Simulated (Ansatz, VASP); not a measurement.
## One calculation of Ga, two programs

```
Ga
1.0
    -1.63181    1.63181    1.63181
     1.63181   -1.63181    1.63181
     1.63181    1.63181   -1.63181
Ga
1
Direct
  0.00000 0.00000 0.00000
```

Alike in both runs: functional LDA; k mesh 13 × 13 × 13; occupations fermi-dirac, width 0.1 eV; no spin polarisation.

Ansatz relaxed the structure, and its values are those at the end. VASP's run is a single point on that final structure, the one shown.

|  | VASP | Ansatz |
| --- | --- | --- |
| version | VASP 6.6.1 | Ansatz 0.2.0 |
| potentials or method | VASP PAW LDA potentials, release 64 (Ga_d), cutoff 520 eV | plane waves (420 eV) with PAW, scalar-relativistic |
| valence electrons in the cell | 13 | 13 |

Ansatz gave:

* pressure (GPa): 0.0

Task: Estimate VASP's values.

Result: Pressure (GPa): 0.1.

Ansatz warns that its potentials were made for another functional, while VASP's fit it. LDA's correlation is that of Perdew and Zunger in VASP and of Perdew and Wang (1992) in Ansatz.
